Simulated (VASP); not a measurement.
Runs of VASP 6.6.1 on ZnSnN2. The structure is that of space group P-4m2 (No. 115), or close to it. The cells are those of the table. 

| level | cell | gap on the mesh (eV) | pressure (GPa) | largest force (eV/Å) |
| --- | --- | --- | --- | --- |
| PBE | a = 3.499, b = 3.499, c = 9.258 Å, 8 atoms | none | 0.3 | (a) |
| r2SCAN | a = 3.410, b = 3.410, c = 8.848 Å, 8 atoms | none | 11.5 | 0.36 |
| r2SCAN | a = 3.481, b = 3.481, c = 9.033 Å, 8 atoms | none | (c) | 0.03 |
| PBE | a = 3.534, b = 3.534, c = 9.350 Å, 8 atoms | none | -3.3 | 0.12 |
| PBE | a = 3.464, b = 3.464, c = 9.164 Å, 8 atoms | none | (b) | 0.12 |

Alike in all rows: task single point; potentials or basis VASP PAW PBE potentials, release 64 (Zn, N, Sn_d); no spin polarisation; k mesh 6 × 6 × 2; cutoff (eV) 520; smearing fermi-dirac 0.02 eV.

**Question.** Fill in the values left out.

**Answer.** (a) 0.05; (b) 4.6; (c) 0.6.

Caveats: spin-orbit coupling is left out, which moves the levels of the heavy elements; the PAW data sets were made with another functional, which shifts forces and pressure a little (some runs).

A k mesh can miss the band edges, and the runs leave out spin-orbit coupling on Sn.

A gap of «none» marks levels without a gap at the run's occupations.
